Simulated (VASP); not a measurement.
# Au (Fm-3m) in VASP: single point with PBE

Aim: the single point of Au with PBE.

Everything below comes from runs of VASP 6.6.1. Logs are shortened: lines on timing, memory, paths and dates and some standing lists are left out, and cuts for length are marked.

### 1 The cell of the first run

It takes space group Fm-3m (No. 225, cubic). Conventional cell: a = 4.091 Å, b = 4.091 Å, c = 4.091 Å, α = 90.00°, β = 90.00°, γ = 90.00°. Au (site symmetry m-3m) has 12 Au at 2.89 Å within 3.8 Å.

### 2 Single point, PBE

INCAR reads:

```
SYSTEM = Au
PREC = Accurate
ENCUT = 520
EDIFF = 1E-7
ISMEAR = 0
SIGMA = 0.15
LREAL = .False.
LASPH = .True.
NELM = 80
ALGO = Fast
ISIF = 2
LWAVE = .False.
LCHARG = .False.
GGA = PE
NBANDS = 42
```

KPOINTS reads:

```
regular mesh
0
Gamma
  18 18 4
  0 0 0
```

POSCAR reads:

```
Au
1.0
    2.0455000000     -2.0455000000      0.0000000000
    2.0455000000      0.0000000000     -2.0455000000
    8.1820000000      8.1820000000      8.1820000000
Au
6
Direct
    0.6666666667      0.6666666667      0.1666666667
    0.0000000000      0.0000000000      0.0000000000
    0.3333333333      0.3333333333      0.3333333333
    0.6666666667      0.6666666667      0.6666666667
    0.0000000000      0.0000000000      0.5000000000
    0.3333333333      0.3333333333      0.8333333333
```

Potentials or basis: VASP PAW PBE potentials, release 64 (Au).

Command:

```
cat potpaw_PBE.64/Au/POTCAR > POTCAR
mpirun -np 1 vasp_std > vasp.out
```

OUTCAR:

```text
SYSTEM = Au
   PREC = Accurate
   ENCUT = 520
   EDIFF = 1E-7
   ISMEAR = 0
   LREAL = .False.
   LASPH = .True.
   NELM = 80
   ISIF = 2
   GGA = PE

 ion  position               nearest neighbor table
   1  0.667  0.667  0.167-   3 2.89   3 2.89   3 2.89   2 2.89   2 2.89   2 2.89
   2  0.000  0.000  0.000-   1 2.89   6 2.89   1 2.89   1 2.89   6 2.89   6 2.89
   3  0.333  0.333  0.333-   1 2.89   1 2.89   1 2.89   5 2.89   5 2.89   5 2.89
   4  0.667  0.667  0.667-   6 2.89   6 2.89   6 2.89   5 2.89   5 2.89   5 2.89
   5  0.000  0.000  0.500-   3 2.89   4 2.89   4 2.89   4 2.89   3 2.89   3 2.89
   6  0.333  0.333  0.833-   4 2.89   4 2.89   4 2.89   2 2.89   2 2.89   2 2.89

  LATTYP: Found a hexagonal cell.
 ALAT       =     2.8927738418
 C/A-ratio  =     4.8989794856

  Lattice vectors:

 A1 = (  -2.0455000000,   0.0000000000,   2.0455000000)
 A2 = (   2.0455000000,  -2.0455000000,   0.0000000000)
 A3 = (   8.1820000000,   8.1820000000,   8.1820000000)

Analysis of symmetry for initial positions (statically):
=====================================================================
 Subroutine PRICEL returns following result:

  LATTYP: Found a face centered cubic cell.
 ALAT       =     4.0910000006

  Lattice vectors:

 A1 = (  -2.0455000004,  -2.0455000002,  -0.0000000002)
 A2 = (  -0.0000000012,  -2.0455000006,   2.0454999994)
 A3 = (  -2.0455000000,   0.0000000000,   2.0455000000)

   6 primitive cells build up your supercell.

 Routine SETGRP: Setting up the symmetry group for a
 hexagonal supercell.

 Subroutine GETGRP returns: Found 12 space group operations
 (whereof 12 operations were pure point group operations)
 out of a pool of 24 trial point group operations.

The static configuration has the point symmetry D_3d.

Analysis of symmetry for dynamics (positions and initial velocities):
=====================================================================
 Subroutine PRICEL returns following result:

  LATTYP: Found a face centered cubic cell.
 ALAT       =     4.0910000006

  Lattice vectors:

 A1 = (  -2.0455000004,  -2.0455000002,  -0.0000000002)
 A2 = (  -0.0000000012,  -2.0455000006,   2.0454999994)
 A3 = (  -2.0455000000,   0.0000000000,   2.0455000000)

   6 primitive cells build up your supercell.

 Routine SETGRP: Setting up the symmetry group for a
 hexagonal supercell.

 Subroutine GETGRP returns: Found 12 space group operations
 (whereof 12 operations were pure point group operations)
 out of a pool of 24 trial point group operations.

The dynamic configuration has the point symmetry D_3d.

 Subroutine INISYM returns: Found 12 space group operations
 (whereof 12 operations are pure point group operations),
 and found     6 'primitive' translations

----------------------------------------------------------------------------------------

                                     Primitive cell

  volume of cell :      17.1170

  direct lattice vectors                    reciprocal lattice vectors
    -2.045500000 -2.045500000 -0.000000000    -0.244439013 -0.244439012 -0.244439013
    -0.000000001 -2.045500001  2.045499999     0.244439013 -0.244439013  0.244439013
    -2.045500000  0.000000000  2.045500000    -0.244439012  0.244439012  0.244439012

  length of vectors
     2.892773842  2.892773842  2.892773842     0.423380789  0.423380789  0.423380789

  position of ions in fractional coordinates (direct lattice)
     0.999999999  0.000000000  1.000000000

  ion indices of the primitive-cell ions
   primitive index   ion index
                 1           1

----------------------------------------------------------------------------------------

 KPOINTS: regular mesh

Automatic generation of k-mesh.
 Grid dimensions read from file:
 generate k-points for:   18   18    4

 Generating k-lattice:

  Cartesian coordinates                     Fractional coordinates (reciprocal lattice)
     0.009053297 -0.018106594  0.009053297     0.055555556  0.000000000  0.000000000
     0.009053297  0.009053297 -0.018106594     0.000000000  0.055555556  0.000000000
     0.010184959  0.010184959  0.010184959     0.000000000  0.000000000  0.250000000

  Length of vectors
     0.022175958  0.022175958  0.017640866

  Shift w.r.t. Gamma in fractional coordinates (k-lattice)
     0.000000000  0.000000000  0.000000000

 Subroutine IBZKPT returns following result:
 ===========================================

 Found    138 irreducible k-points:

 Following reciprocal coordinates:
            Coordinates               Weight
  0.000000  0.000000  0.000000      1.000000
  0.055556  0.000000  0.000000      6.000000
  0.111111  0.000000  0.000000      6.000000
  0.166667  0.000000  0.000000      6.000000
  0.222222  0.000000  0.000000      6.000000
  0.277778  0.000000  0.000000      6.000000
[... 16 lines left out ...]
  0.444444  0.111111 -0.000000     12.000000
  0.500000  0.111111  0.000000     12.000000
 [... further k-points ...]
   k-points           NKPTS =    138   k-points in BZ     NKDIM =    138   number of bands    NBANDS=     42
   number of dos      NEDOS =    301   number of ions     NIONS =      6
   total plane-waves  NPLWV =  62208
   dimension x,y,z NGX =    24 NGY =   24 NGZ =  108
   dimension x,y,z NGXF=    48 NGYF=   48 NGZF=  216
   ions per type =               6
   NGX,Y,Z   is equivalent  to a cutoff of  13.79, 13.79, 12.67 a.u.
   NGXF,Y,Z  is equivalent  to a cutoff of  27.59, 27.59, 25.34 a.u.
 SYSTEM =  Au
   PREC   = accura    normal or accurate (medium, high low for compatibility)
   ISTART =      0    job   : 0-new  1-cont  2-samecut
   ICHARG =      2    charge: 1-file 2-atom 10-const
   ISPIN  =      1    spin polarized calculation?
   LNONCOLLINEAR =      F non collinear calculations
   LSORBIT =      F    spin-orbit coupling
   LASPH  =      T    aspherical Exc in radial PAW
   ENCUT  =  520.0 eV  38.22 Ry    6.18 a.u.   5.38  5.38 26.35*2*pi/ulx,y,z
   NELM   =     80;   NELMIN=  2; NELMDL= -5     # of ELM steps
   EDIFF  = 0.1E-06   stopping-criterion for ELM
   LREAL  =      F    real-space projection
   EDIFFG = 0.1E-05   stopping-criterion for IOM
   NSW    =      0    number of steps for IOM
   IBRION =     -1    ionic relax: 0-MD 1-quasi-New 2-CG
   NFREE  =      0    steps in history (QN), initial steepest desc. (CG)
   ISIF   =      2    stress and relaxation
   ISYM   =      2    0-nonsym 1-usesym 2-fastsym
   POTIM  = 0.5000    time-step for ionic-motion
   TEBEG  =    0.0;   TEEND  =   0.0 temperature during run
   PSTRESS=    0.0 pullay stress
   NELECT =      66.0000    total number of electrons
   NUPDOWN=      -1.0000    fix difference up-down
   EMIN   =  10.00;   EMAX   =-10.00  energy-range for DOS
   EFERMI =   0.00;   METHOD = LEGACY
   ISMEAR =     0;   SIGMA  =   0.15  broadening in eV -4-tet -1-fermi 0-gaus
   EFERMI_NEDOS =   21; number of points for ismear=-14 and -15
   IALGO  =     68    algorithm
   IMIX   =      4    mixing-type and parameters
     AMIX     =   0.40;   BMIX     =  1.00
     AMIX_MAG =   1.60;   BMIX_MAG =  1.00
  volume/ion in A,a.u.               =      17.12       115.51
  Fermi-wavevector in a.u.,A,eV,Ry     =   1.412742  2.669696 27.155058  1.995840
  Thomas-Fermi vector in A             =   2.534459
   LORBIT       =      0    0 simple, 1 ext, 2 COOP (PROOUT), +10 PAW based schemes
   GGA     = PE    functional components
   LHFCALC =     F    Hartree Fock is set to
   AEXX    =    0.0000 exact exchange contribution
   IVDW    =     0    specifies the selected vdW correction
   LEPSILON=     F    determine dielectric tensor
   LRPA    =     F    only Hartree local field effects (RPA)
 non-spin polarized calculation
 RMM-DIIS sequential band-by-band and
 Gauss-broadening in eV      SIGMA  =   0.15
  energy-cutoff  :      520.00
  volume of cell :      102.70
 maximum number of plane-waves:      2836
 NGX is ok and might be reduce to    24
   NGX = 11   NGY = 11   NGZ = 53

 number of electron      66.0000010 magnetization

 Free energy of the ion-electron system (eV)
  ---------------------------------------------------
  ext. energy  EPLUGINS =         0.00000000
  ---------------------------------------------------
  free energy    TOTEN  =       -19.22026377 eV

  energy without entropy =      -19.20134688  energy(sigma->0) =      -19.21080532

 E-fermi :   9.4078     XC(G=0): -12.6907

 val. band max:        9.3950017495   @ k =   0.5000   0.1111   0.5000
 cond. band min:       9.4373148220   @ k =   0.4444   0.0000   0.2500
 fundamental gap:      0.0423130724
 Fermi energy:         9.4078385491

 k-point     1 :       0.0000    0.0000    0.0000
  band No.  band energies     occupation
      1      -0.4082      2.00000
      2       0.5031      2.00000
      3       0.5031      2.00000
      4       1.9782      2.00000
      5       1.9782      2.00000
      6       2.1280      2.00000
[... 34 lines left out ...]
     41      23.5900      0.00000
     42      23.6576      0.00000

 k-point     2 :       0.0556    0.0000    0.0000
  band No.  band energies     occupation
      1      -0.3125      2.00000
      2       0.5936      2.00000
      3       0.5942      2.00000
      4       2.0651      2.00000
      5       2.0683      2.00000
      6       2.2077      2.00000
[... 34 lines left out ...]
     41      23.6579      0.00000
     42      23.6987      0.00000

 k-point     3 :       0.1111    0.0000    0.0000
  band No.  band energies     occupation
      1      -0.0314      2.00000
      2       0.8532      2.00000
      3       0.8595      2.00000
      4       2.3034      2.00000
      5       2.3332      2.00000
      6       2.4337      2.00000
[... 34 lines left out ...]
     41      23.5881      0.00000
     42      23.8425      0.00000

 k-point     4 :       0.1667    0.0000    0.0000
  band No.  band energies     occupation
      1       0.4153      2.00000
      2       1.2406      2.00000
      3       1.2697      2.00000
      4       2.6147      2.00000
      5       2.7424      2.00000
      6       2.7582      2.00000
[... 844 lines left out ...]
     41      17.5432      0.00000
     42      19.0480      0.00000

 k-point    23 :       0.4444    0.1111   -0.0000
  band No.  band energies     occupation
      1       2.3805      2.00000
      2       2.7095      2.00000
      3       2.7267      2.00000
      4       2.9429      2.00000
      5       3.0068      2.00000
      6       3.1674      2.00000
[... 34 lines left out ...]
     41      16.8773      0.00000
     42      17.1914      0.00000

 k-point    24 :       0.5000    0.1111    0.0000
  band No.  band energies     occupation
      1       2.3684      2.00000
      2       2.5919      2.00000
      3       2.8656      2.00000
      4       2.8990      2.00000
      5       3.0137      2.00000
      6       3.0732      2.00000
[... 34 lines left out ...]
     41      15.4170      0.00000
     42      17.6432      0.00000

 [... further k-points ...]

------------------------ aborting loop because EDIFF is reached ----------------------------------------

  FORCE on cell =-STRESS in cart. coord.  units (eV):
  Direction    XX          YY          ZZ          XY          YZ          ZX
  --------------------------------------------------------------------------------------
  -------------------------------------------------------------------------------------
  Total        4.8472914      4.8472914      4.8472914     -0.1366632     -0.1366632     -0.1366632
  in kB       75.6188398     75.6188398     75.6188398     -2.1319766     -2.1319766     -2.1319766
  external PRESSURE =      75.6188398 kB  Pullay stress =       0.0000000 kB

 VOLUME and BASIS-vectors are now :
 -----------------------------------------------------------------------------
  energy-cutoff  :      520.00
  volume of cell :      102.70
      direct lattice vectors                 reciprocal lattice vectors
     2.045500000 -2.045500000  0.000000000     0.162959342 -0.325918683  0.162959342
     2.045500000  0.000000000 -2.045500000     0.162959342  0.162959342 -0.325918683
     8.182000000  8.182000000  8.182000000     0.040739835  0.040739835  0.040739835

 POSITION                                       TOTAL-FORCE (eV/Angst)
 -----------------------------------------------------------------------------------
      4.09100      0.00000      0.00000         0.000000     -0.000000     -0.000000
      0.00000      0.00000      0.00000         0.000000      0.000000      0.000000
      4.09100      2.04550      2.04550        -0.000000     -0.000000     -0.000000
      8.18200      4.09100      4.09100         0.000000      0.000000      0.000000
      4.09100      4.09100      4.09100         0.000000      0.000000     -0.000000
      8.18200      6.13650      6.13650        -0.000000     -0.000000     -0.000000
 -----------------------------------------------------------------------------------
    total drift:                               -0.000000      0.000000      0.000000

  FREE ENERGIE OF THE ION-ELECTRON SYSTEM (eV)
  ---------------------------------------------------
  free  energy   TOTEN  =       -19.2202637705 eV

  energy  without entropy=      -19.2013468789  energy(sigma->0) =      -19.21080532
```

Run time: 14 min. Hardware: 1 thread of Intel Xeon 8259CL, shared host; peak memory 0.54 GiB.

Results:

```yaml
Free_energy: -19.2203 eV
Pressure: 7.6 GPa
Band_gap_on_the_k_mesh: zero (bands 33 and 34 overlap by 4.98 eV)
```

Caveat: the cell stands under pressure; spin-orbit coupling is left out, which moves the levels of the heavy elements.
